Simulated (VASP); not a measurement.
The system is NbSnTe4.

```xyz
6
Lattice="6.5846 0.0000 0.0000 -3.2923 5.7025 0.0000 0.0000 0.0000 5.0284" Properties=species:S:1:pos:R:3 pbc="T T T"
Nb    0.0000    0.0000    0.0000
Sn    3.2923    1.9008    0.0000
Te    0.0000    3.8016    0.0000
Te    1.6263    4.7406    2.5142
Te   -1.6263    4.7406    2.5142
Te    0.0000    1.9238    2.5142
```

| Item | Value |
| --- | --- |
| Program | VASP 6.6.1 |
| Task | relaxation of cell and atoms |
| Functional | PBE |
| Potentials or basis | VASP PAW PBE potentials, release 64 (Nb_sv, Sn_d, Te) |
| Cutoff | 600 eV |
| k mesh | 3 × 3 × 4 |
| Occupations | gaussian, width 0.1 eV |
| Spin | no spin polarisation |

At the start: pressure -3.6 GPa; volume 31.47 Å³/atom.

Problem. How do energy, volume and symmetry change on relaxing?

Solution. Over 7 steps the energy falls by 86.6 meV/atom and the volume is 29.02 Å³/atom (-7.8 %); space group P-6m2 (No. 187, to 0.05 Å).

Step by step:
```tsv
step	energy change (eV)	largest force (eV/Å)	pressure (GPa)	volume (Å³)
1	0.0000	1.6550	-3.59	188.81
2	-0.4719	0.5703	1.19	170.15
3	-0.4720	0.5340	1.35	169.75
4	-0.5181	0.0781	0.18	173.45
5	-0.5185	0.0252	0.26	173.11
6	-0.5197	0.0438	-0.07	174.21
7	-0.5197	0.0378	-0.04	174.12
```

Final structure:
```
CELL_PARAMETERS angstrom
6.35204 0.00000 0.00000
-3.17602 5.50103 0.00000
0.00000 0.00000 4.98291
ATOMIC_POSITIONS crystal
Nb 0.00000 0.00000 0.00000
Sn 0.66667 0.33333 0.00000
Te 0.33333 0.66667 0.00000
Te 0.68261 0.84131 0.50000
Te 0.15869 0.84131 0.50000
Te 0.15869 0.31739 0.50000
```

Caveat: the k points lie up to 0.38 Å⁻¹ apart in the final cell.
